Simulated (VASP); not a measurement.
The system is Be4ZnTe.

```
Be Zn Te
1.0
     2.92457    0.00000    0.00000
     0.00000    2.92457    0.00000
     0.00000    0.00000    8.53037
Be Zn Te
4 1 1
Direct
  0.50000 0.50000 0.24333
  0.00000 0.00000 0.74408
  0.50000 0.50000 0.91825
  0.00000 0.00000 0.07552
  0.00000 0.00000 0.37210
  0.50000 0.50000 0.64672
```

The cell was built from a structure type or drawn by symmetry, and may not be a known phase.

```yaml
Program: VASP 6.6.1
Task: relaxation of cell and atoms
Functional: PBE
Potentials_or_basis: VASP PAW PBE potentials, release 64 (Be, Zn, Te)
Cutoff: 600 eV
k_mesh: 5 × 5 × 2
Occupations: gaussian, width 0.2 eV
Spin: no spin polarisation
```

At the start: pressure 22.1 GPa; volume 12.16 Å³/atom.

**Question.** Where does the relaxation end?

**Answer.** Over 21 steps the energy falls by 449.4 meV/atom and the volume is 14.00 Å³/atom (+15.1 %); space group P4mm (No. 99, to 0.1 Å) before and after.

The path:
| step | energy change (eV) | largest force (eV/Å) | pressure (GPa) | volume (Å³) |
| --- | --- | --- | --- | --- |
| 1 | 0.0000 | 3.4724 | 22.07 | 72.96 |
| 2 | -1.4726 | 1.0563 | -6.25 | 92.00 |
| 3 | -1.5068 | 1.3227 | -3.67 | 88.77 |
| 4 | -1.8450 | 1.1282 | -2.83 | 86.40 |
| 5 | -2.0572 | 0.9151 | 4.92 | 79.08 |
| 6 | -2.1747 | 0.8172 | -0.06 | 82.71 |
| 7 | -2.2074 | 0.6816 | 1.06 | 81.65 |
| 8 | -2.2080 | 0.6372 | 1.41 | 81.37 |
| 9 | -2.3177 | 0.5149 | 0.56 | 82.26 |
| 10 | -2.3430 | 0.6505 | 0.20 | 82.94 |
| 11 | -2.4678 | 0.3769 | -0.70 | 83.72 |
| 12 | -2.5401 | 0.8080 | -0.95 | 84.63 |
| 13 | -2.6214 | 0.6638 | 0.08 | 83.50 |
| 14 | -2.5552 | 1.0732 | 5.03 | 80.45 |
| 15 | -2.6610 | 0.3755 | 1.20 | 82.58 |
| 16 | -2.6630 | 0.3324 | 1.80 | 82.23 |
| 17 | -2.6742 | 0.5004 | -0.30 | 84.91 |
| 18 | -2.6825 | 0.4071 | 0.45 | 83.85 |
| 19 | -2.6946 | 0.1239 | -0.47 | 84.75 |
| 20 | -2.6947 | 0.1208 | -0.49 | 84.78 |
| 21 | -2.6965 | 0.0486 | 0.28 | 84.01 |

Final structure:
```xyz
6
Lattice="3.0238 0.0000 0.0000 0.0000 3.0238 0.0000 0.0000 0.0000 9.1881" Properties=species:S:1:pos:R:3 pbc="T T T"
Be    1.5119    1.5119    1.7460
Be    0.0000    0.0000    7.6252
Be    1.5119    1.5119    8.6870
Be    0.0000    0.0000    0.5407
Zn    0.0000    0.0000    2.9464
Te    1.5119    1.5119    6.0190
```

Caveat: the k points lie up to 0.42 Å⁻¹ apart in the final cell, too coarse for converged energies and pressures of a metal; the volume moved by over 15 % at a fixed basis, so the end points are rough; the relaxation stopped at a loose force limit of 0.08 eV/Å, so its end isn't a converged minimum.
